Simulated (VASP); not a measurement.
# CdS (F-43m) in VASP: single point with PBE

Aim: the single point of CdS with PBE.

Program: VASP 6.6.1. These are calculated values, not measurements. Logs are shortened: lines on timing, memory, paths and dates and some standing lists are left out, and cuts for length are marked.

## Step 1: The cell of the first run

The structure is cubic, space group F-43m (No. 216). The conventional cell has a = 5.927 Å, b = 5.927 Å, c = 5.927 Å, α = 90.00°, β = 90.00°, γ = 90.00°. Cd (site symmetry -43m) has 4 S at 2.57 Å within 3.4 Å. Within 3.4 Å of S (site symmetry -43m) lie 4 Cd at 2.57 Å.

## Step 2: Single point, PBE

INCAR

```
PREC = Accurate
ENCUT = 500
EDIFF = 1E-6
ISMEAR = 0
SIGMA = 0.02
LREAL = False
LASPH = True
NELM = 120
ALGO = Normal
ISIF = 2
LWAVE = False
LCHARG = False
GGA = PE
NBANDS = 16
GGA_COMPAT = False
```

KPOINTS

```
regular mesh
0
Gamma
  8 8 8
```

POSCAR

```
CdS
1.0
    0.0000000000      2.9634773770      2.9634773770
    2.9634773770      0.0000000000      2.9634773770
    2.9634773770      2.9634773770      0.0000000000
Cd S
1 1
Direct
    0.0000000000      0.0000000000      0.0000000000
    0.2500000000      0.2500000000      0.2500000000
```

Potentials or basis: VASP PAW PBE potentials, release 64 (Cd, S).

Command:

```
$ cat potpaw_PBE.64/Cd/POTCAR potpaw_PBE.64/S/POTCAR > POTCAR
$ mpirun -np 1 vasp_std > vasp.out
```

OUTCAR:

```text
PREC = Accurate
   ENCUT = 500
   EDIFF = 1E-6
   ISMEAR = 0
   LREAL = False
   LASPH = True
   NELM = 120
   ISIF = 2
   GGA = PE

 ion  position               nearest neighbor table
   1  0.000  0.000  0.000-   2 2.57   2 2.57   2 2.57   2 2.57
   2  0.250  0.250  0.250-   1 2.57   1 2.57   1 2.57   1 2.57

  LATTYP: Found a face centered cubic cell.
 ALAT       =     5.9269547540

  Lattice vectors:

 A1 = (   0.0000000000,   2.9634773770,   2.9634773770)
 A2 = (   2.9634773770,   0.0000000000,   2.9634773770)
 A3 = (   2.9634773770,   2.9634773770,   0.0000000000)

Analysis of symmetry for initial positions (statically):
=====================================================================
 Subroutine PRICEL returns:
 Original cell was already a primitive cell.

 Routine SETGRP: Setting up the symmetry group for a
 face centered cubic supercell.

 Subroutine GETGRP returns: Found 24 space group operations
 (whereof 24 operations were pure point group operations)
 out of a pool of 48 trial point group operations.

The static configuration has the point symmetry T_d .

Analysis of symmetry for dynamics (positions and initial velocities):
=====================================================================
 Subroutine PRICEL returns:
 Original cell was already a primitive cell.

 Routine SETGRP: Setting up the symmetry group for a
 face centered cubic supercell.

 Subroutine GETGRP returns: Found 24 space group operations
 (whereof 24 operations were pure point group operations)
 out of a pool of 48 trial point group operations.

The dynamic configuration has the point symmetry T_d .

 Subroutine INISYM returns: Found 24 space group operations
 (whereof 24 operations are pure point group operations),
 and found     1 'primitive' translations

----------------------------------------------------------------------------------------

                                     Primitive cell

  volume of cell :      52.0517

  direct lattice vectors                    reciprocal lattice vectors
     0.000000000  2.963477377  2.963477377    -0.168720708  0.168720708  0.168720708
     2.963477377  0.000000000  2.963477377     0.168720708 -0.168720708  0.168720708
     2.963477377  2.963477377  0.000000000     0.168720708  0.168720708 -0.168720708

  length of vectors
     4.190989898  4.190989898  4.190989898     0.292232838  0.292232838  0.292232838

  position of ions in fractional coordinates (direct lattice)
     0.000000000  0.000000000  0.000000000
     0.250000000  0.250000000  0.250000000

  ion indices of the primitive-cell ions
   primitive index   ion index
                 1           1
                 2           2

----------------------------------------------------------------------------------------

 KPOINTS: regular mesh

Automatic generation of k-mesh.
 Grid dimensions read from file:
 generate k-points for:    8    8    8

 Generating k-lattice:

  Cartesian coordinates                     Fractional coordinates (reciprocal lattice)
    -0.021090088  0.021090088  0.021090088     0.125000000  0.000000000  0.000000000
     0.021090088 -0.021090088  0.021090088     0.000000000  0.125000000  0.000000000
     0.021090088  0.021090088 -0.021090088     0.000000000  0.000000000  0.125000000

  Length of vectors
     0.036529105  0.036529105  0.036529105

  Shift w.r.t. Gamma in fractional coordinates (k-lattice)
     0.000000000  0.000000000  0.000000000

 Subroutine IBZKPT returns following result:
 ===========================================

 Found     29 irreducible k-points:

 Following reciprocal coordinates:
            Coordinates               Weight
  0.000000  0.000000  0.000000      1.000000
  0.125000  0.000000  0.000000      8.000000
  0.250000  0.000000  0.000000      8.000000
  0.375000  0.000000  0.000000      8.000000
  0.500000  0.000000  0.000000      4.000000
  0.125000  0.125000  0.000000      6.000000
[... 16 lines left out ...]
  0.500000  0.250000  0.125000     48.000000
 -0.375000  0.250000  0.125000     24.000000
 [... further k-points ...]
   k-points           NKPTS =     29   k-points in BZ     NKDIM =     29   number of bands    NBANDS=     16
   number of dos      NEDOS =    301   number of ions     NIONS =      2
   total plane-waves  NPLWV =  32768
   dimension x,y,z NGX =    32 NGY =   32 NGZ =   32
   dimension x,y,z NGXF=    64 NGYF=   64 NGZF=   64
   ions per type =               1   1
   NGX,Y,Z   is equivalent  to a cutoff of  12.69, 12.69, 12.69 a.u.
   NGXF,Y,Z  is equivalent  to a cutoff of  25.39, 25.39, 25.39 a.u.
 SYSTEM =  unknown system
   PREC   = accura    normal or accurate (medium, high low for compatibility)
   ISTART =      0    job   : 0-new  1-cont  2-samecut
   ICHARG =      2    charge: 1-file 2-atom 10-const
   ISPIN  =      1    spin polarized calculation?
   LNONCOLLINEAR =      F non collinear calculations
   LSORBIT =      F    spin-orbit coupling
   LASPH  =      T    aspherical Exc in radial PAW
   ENCUT  =  500.0 eV  36.75 Ry    6.06 a.u.   7.64  7.64  7.64*2*pi/ulx,y,z
   NELM   =    120;   NELMIN=  2; NELMDL= -5     # of ELM steps
   EDIFF  = 0.1E-05   stopping-criterion for ELM
   LREAL  =      F    real-space projection
[... 7 lines left out ...]
   TEBEG  =    0.0;   TEEND  =   0.0 temperature during run
   PSTRESS=    0.0 pullay stress
   NELECT =      18.0000    total number of electrons
   NUPDOWN=      -1.0000    fix difference up-down
   EMIN   =  10.00;   EMAX   =-10.00  energy-range for DOS
   EFERMI =   0.00;   METHOD = LEGACY
   ISMEAR =     0;   SIGMA  =   0.02  broadening in eV -4-tet -1-fermi 0-gaus
   EFERMI_NEDOS =   21; number of points for ismear=-14 and -15
   IALGO  =     38    algorithm
   IMIX   =      4    mixing-type and parameters
     AMIX     =   0.40;   BMIX     =  1.00
     AMIX_MAG =   1.60;   BMIX_MAG =  1.00
  volume/ion in A,a.u.               =      26.03       175.63
  Fermi-wavevector in a.u.,A,eV,Ry     =   1.149090  2.171465 17.965240  1.320408
  Thomas-Fermi vector in A             =   2.285762
   LORBIT       =      0    0 simple, 1 ext, 2 COOP (PROOUT), +10 PAW based schemes
   GGA     = PE    functional components
   LHFCALC =     F    Hartree Fock is set to
   AEXX    =    0.0000 exact exchange contribution
   IVDW    =     0    specifies the selected vdW correction
   LEPSILON=     F    determine dielectric tensor
   LRPA    =     F    only Hartree local field effects (RPA)
 non-spin polarized calculation
 Gauss-broadening in eV      SIGMA  =   0.02
  energy-cutoff  :      500.00
  volume of cell :       52.05
 maximum number of plane-waves:      1363
   NGX = 15   NGY = 15   NGZ = 15

 number of electron      18.0000001 magnetization

 Free energy of the ion-electron system (eV)
  ---------------------------------------------------
  ext. energy  EPLUGINS =         0.00000000
  ---------------------------------------------------
  free energy    TOTEN  =        -6.14712734 eV

  energy without entropy =       -6.14712734  energy(sigma->0) =       -6.14712734

 E-fermi :   1.0598     XC(G=0):  -8.9271

 val. band max:        0.9160634580   @ k =   0.0000   0.0000   0.0000
 cond. band min:       1.9591562900   @ k =   0.0000   0.0000   0.0000
 fundamental gap:      1.0430928321
 Fermi energy:         1.0597726617

 k-point     1 :       0.0000    0.0000    0.0000
  band No.  band energies     occupation
      1     -11.1714      2.00000
      2      -6.6516      2.00000
      3      -6.6516      2.00000
      4      -6.6516      2.00000
      5      -6.2346      2.00000
      6      -6.2346      2.00000
[... 8 lines left out ...]
     15      12.3214      0.00000
     16      12.3214      0.00000

 k-point     2 :       0.1250    0.0000    0.0000
  band No.  band energies     occupation
      1     -11.1156      2.00000
      2      -6.6319      2.00000
      3      -6.6319      2.00000
      4      -6.6000      2.00000
      5      -6.2354      2.00000
      6      -6.2354      2.00000
[... 8 lines left out ...]
     15      11.7430      0.00000
     16      12.7110      0.00000

 k-point     3 :       0.2500    0.0000    0.0000
  band No.  band energies     occupation
      1     -10.9803      2.00000
      2      -6.5890      2.00000
      3      -6.5890      2.00000
      4      -6.4207      2.00000
      5      -6.2306      2.00000
      6      -6.2306      2.00000
[... 8 lines left out ...]
     15      11.5104      0.00000
     16      12.1283      0.00000

 k-point     4 :       0.3750    0.0000    0.0000
  band No.  band energies     occupation
      1     -10.8452      2.00000
      2      -6.5560      2.00000
      3      -6.5560      2.00000
      4      -6.2133      2.00000
      5      -6.2133      2.00000
      6      -6.1076      2.00000
[... 8 lines left out ...]
     15      12.3285      0.00000
     16      12.3285      0.00000

 k-point     5 :       0.5000    0.0000    0.0000
  band No.  band energies     occupation
      1     -10.7896      2.00000
      2      -6.5458      2.00000
      3      -6.5458      2.00000
      4      -6.2017      2.00000
      5      -6.2017      2.00000
      6      -5.8953      2.00000
[... 8 lines left out ...]
     15      13.3551      0.00000
     16      13.3551      0.00000

 k-point     6 :       0.1250    0.1250    0.0000
  band No.  band energies     occupation
      1     -11.0971      2.00000
      2      -6.6127      2.00000
      3      -6.6127      2.00000
      4      -6.6080      2.00000
      5      -6.2482      2.00000
      6      -6.2236      2.00000
[... 8 lines left out ...]
     15      12.4276      0.00000
     16      13.2748      0.00000

 k-point     7 :       0.2500    0.1250    0.0000
  band No.  band energies     occupation
      1     -10.9887      2.00000
      2      -6.5850      2.00000
      3      -6.5667      2.00000
      4      -6.4789      2.00000
      5      -6.2499      2.00000
      6      -6.2129      2.00000
[... 8 lines left out ...]
     15      12.3103      0.00000
     16      13.4693      0.00000

 k-point     8 :       0.3750    0.1250    0.0000
  band No.  band energies     occupation
      1     -10.8541      2.00000
      2      -6.5517      2.00000
      3      -6.5283      2.00000
      4      -6.2923      2.00000
      5      -6.2000      2.00000
      6      -6.1460      2.00000
[... 8 lines left out ...]
     15      12.8113      0.00000
     16      12.9483      0.00000

 k-point     9 :       0.5000    0.1250    0.0000
  band No.  band energies     occupation
      1     -10.7730      2.00000
      2      -6.5347      2.00000
      3      -6.5161      2.00000
      4      -6.2360      2.00000
      5      -6.1988      2.00000
      6      -5.8839      2.00000
[... 8 lines left out ...]
     15      13.1676      0.00000
     16      13.3865      0.00000
[... 172 lines left out ...]
 k-point    19 :       0.5000    0.3750    0.0000
  band No.  band energies     occupation
      1     -10.6895      2.00000
      2      -6.4538      2.00000
      3      -6.3742      2.00000
      4      -6.3552      2.00000
      5      -6.1710      2.00000
      6      -5.8417      2.00000
[... 8 lines left out ...]
     15      13.5171      0.00000
     16      14.3862      0.00000

 k-point    20 :      -0.3750    0.3750    0.0000
  band No.  band energies     occupation
      1     -10.6827      2.00000
      2      -6.4737      2.00000
      3      -6.3963      2.00000
      4      -6.3102      2.00000
      5      -6.1954      2.00000
      6      -5.7235      2.00000
[... 8 lines left out ...]
     15      12.8260      0.00000
     16      14.9430      0.00000

 k-point    21 :       0.5000    0.5000    0.0000
  band No.  band energies     occupation
      1     -10.6716      2.00000
      2      -6.4530      2.00000
      3      -6.3478      2.00000
      4      -6.3478      2.00000
      5      -6.1592      2.00000
      6      -5.8344      2.00000
[... 8 lines left out ...]
     15      13.2619      0.00000
     16      14.2899      0.00000

 k-point    22 :       0.3750    0.2500    0.1250
  band No.  band energies     occupation
      1     -10.8810      2.00000
      2      -6.5421      2.00000
      3      -6.5198      2.00000
      4      -6.3642      2.00000
      5      -6.2245      2.00000
      6      -6.1782      2.00000
[... 8 lines left out ...]
     15      12.8207      0.00000
     16      14.6119      0.00000

 k-point    23 :       0.5000    0.2500    0.1250
  band No.  band energies     occupation
      1     -10.7748      2.00000
      2      -6.5110      2.00000
      3      -6.4886      2.00000
      4      -6.2874      2.00000
      5      -6.2048      2.00000
      6      -5.9635      2.00000
[... 8 lines left out ...]
     15      13.5270      0.00000
     16      13.8878      0.00000

 k-point    24 :      -0.3750    0.2500    0.1250
  band No.  band energies     occupation
      1     -10.7314      2.00000
      2      -6.5065      2.00000
      3      -6.4741      2.00000
      4      -6.2551      2.00000
      5      -6.2108      2.00000
      6      -5.7950      2.00000
[... 8 lines left out ...]
     15      13.0857      0.00000
     16      13.9285      0.00000

 [... further k-points ...]
[... 5 lines left out ...]
  --------------------------------------------------------------------------------------
  -------------------------------------------------------------------------------------
  Total        0.0893762      0.0893762      0.0893762      0.0000000      0.0000000     -0.0000000
  in kB        2.7510457      2.7510457      2.7510457      0.0000000      0.0000000     -0.0000000
  external PRESSURE =       2.7510457 kB  Pullay stress =       0.0000000 kB

 VOLUME and BASIS-vectors are now :
 -----------------------------------------------------------------------------
  energy-cutoff  :      500.00
  volume of cell :       52.05
      direct lattice vectors                 reciprocal lattice vectors
     0.000000000  2.963477377  2.963477377    -0.168720708  0.168720708  0.168720708
     2.963477377  0.000000000  2.963477377     0.168720708 -0.168720708  0.168720708
     2.963477377  2.963477377  0.000000000     0.168720708  0.168720708 -0.168720708

 POSITION                                       TOTAL-FORCE (eV/Angst)
 -----------------------------------------------------------------------------------
      0.00000      0.00000      0.00000         0.000000     -0.000000      0.000000
      1.48174      1.48174      1.48174        -0.000000      0.000000     -0.000000
 -----------------------------------------------------------------------------------
    total drift:                               -0.000000     -0.000000      0.000000

  FREE ENERGIE OF THE ION-ELECTRON SYSTEM (eV)
  ---------------------------------------------------
  free  energy   TOTEN  =        -6.1471273415 eV

  energy  without entropy=       -6.1471273415  energy(sigma->0) =       -6.14712734
```

Wall time 26 s (1 thread of Intel Xeon Platinum 8488C (Sapphire Rapids), shared host); peak memory 0.18 GiB.

What came out:

| Quantity | Value |
| --- | --- |
| Free energy | -6.1471 eV |
| Pressure | 0.3 GPa |
| Band gap on the k mesh | 1.04 eV |

Levels at points of the mesh, in eV from the valence-band top:
```
           k point  band 6  band 7  band 8  band 9  band 10  band 11  band 12  band 13
(0.00, 0.00, 0.00)   -7.15    0.00    0.00    0.00     1.04     6.55     6.55     6.55
(0.50, 0.00, 0.00)   -6.81   -4.12   -0.69   -0.69     2.94     7.01     7.01     7.33
(0.50, 0.50, 0.00)   -6.75   -3.75   -1.72   -1.72     3.63     4.28     9.04    10.49
```
